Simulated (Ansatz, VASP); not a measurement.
**One calculation of Cd, two programs**

```
Cd
1.0
     2.97887    0.00000    0.00000
    -1.48944    2.57978    0.00000
     0.00000    0.00000    5.61765
Cd
2
Direct
  0.33333 0.66667 0.25000
  0.66667 0.33333 0.75000
```

Alike in both runs: task single point; functional PBE; k mesh 15 × 15 × 6; occupations gaussian, width 0.05 eV; no spin polarisation.

```csv
,VASP,Ansatz
version,VASP 6.6.1,Ansatz 0.2.0
potentials or method,"VASP PAW PBE potentials, release 64 (Cd), cutoff 520 eV","scalar-relativistic, plane waves, PAW"
valence electrons in the cell,24,40
```

```tsv
	VASP	Ansatz	Ansatz less VASP
gap on the k mesh at the Fermi level (eV)	none	none	-
pressure (GPa)	3.1	2.8	-0.34
traceless stress, the component that is largest in VASP (GPa)	0.53	0.66	+0.130
```

A gap of «none» marks a metal or a gap that the smearing closes. VASP's potentials hold 24 valence electrons a cell and Ansatz's 40, so a difference there can come from the potentials and not from the codes.
